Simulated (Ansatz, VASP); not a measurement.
**MgO in VASP and in Ansatz**

File INCAR:

```
SYSTEM = MgO
PREC = Accurate
ENCUT = 520
EDIFF = 1E-6
ISMEAR = 0
SIGMA = 0.05
LREAL = .False.
LASPH = .True.
NELM = 100
ALGO = Normal
ISIF = 2
LWAVE = .False.
LCHARG = .False.
GGA = PE
NBANDS = 16
```

Contents of KPOINTS:

```
regular mesh
0
Gamma
  9 9 6
  0 0 0
```

File POSCAR:

```
MgO
1.0
    3.5386683289      0.0000000000      0.0000000000
   -1.7693341645      3.0645766684      0.0000000000
    0.0000000000      0.0000000000      4.3992724665
Mg O
2 2
Direct
    0.6666666667      0.3333333333      0.7500000000
    0.3333333333      0.6666666667      0.2500000000
    0.6666666667      0.3333333333      0.2500000000
    0.3333333333      0.6666666667      0.7500000000
```

Input for Ansatz:

```yaml
crystal:
  lattice:
    - [3.5386683289, 0.0, 0.0]
    - [-1.7693341645, 3.0645766684, 0.0]
    - [0.0, 0.0, 4.3992724665]
  atoms:
    - { symbol: Mg, position: [0.6666666667, 0.3333333333, 0.75] }
    - { symbol: Mg, position: [0.3333333333, 0.6666666667, 0.25] }
    - { symbol: O, position: [0.6666666667, 0.3333333333, 0.25] }
    - { symbol: O, position: [0.3333333333, 0.6666666667, 0.75] }
basis:
  ecutwfc: 520.0
kpoints:
  mp_grid: { grid: [9, 9, 6] }
hamiltonian:
  xc: pbe
  pseudopotentials: { kind: paw, azcp: { folder: soft_1 } }
scf:
  occupations: { method: gaussian, width: 0.05 }
output:
  forces: true
  stress: true
  eigenvalues: true
```

Alike in both runs: task single point; functional PBE; k mesh 9 × 9 × 6; occupations gaussian, width 0.05 eV; no spin polarisation.

```csv
,VASP,Ansatz
version,VASP 6.6.1,Ansatz 0.2.0
potentials or method,"VASP PAW PBE potentials, release 64 (Mg, O), cutoff 520 eV","scalar-relativistic, plane waves, PAW"
valence electrons in the cell,16,32
```

|  | VASP | Ansatz | Ansatz less VASP |
| --- | --- | --- | --- |
| gap on the k mesh at the Fermi level (eV) | 2.97 | 2.99 | +0.021 |
| least direct gap on the mesh (eV) | 2.97 | 2.99 | +0.021 |
| pressure (GPa) | -5.7 | -5.2 | +0.56 |
| traceless stress, the component that is largest in VASP (GPa) | -2.53 | -2.44 | +0.098 |

VASP's potentials hold 16 valence electrons a cell and Ansatz's 32, so a difference there can come from the potentials and not from the codes.
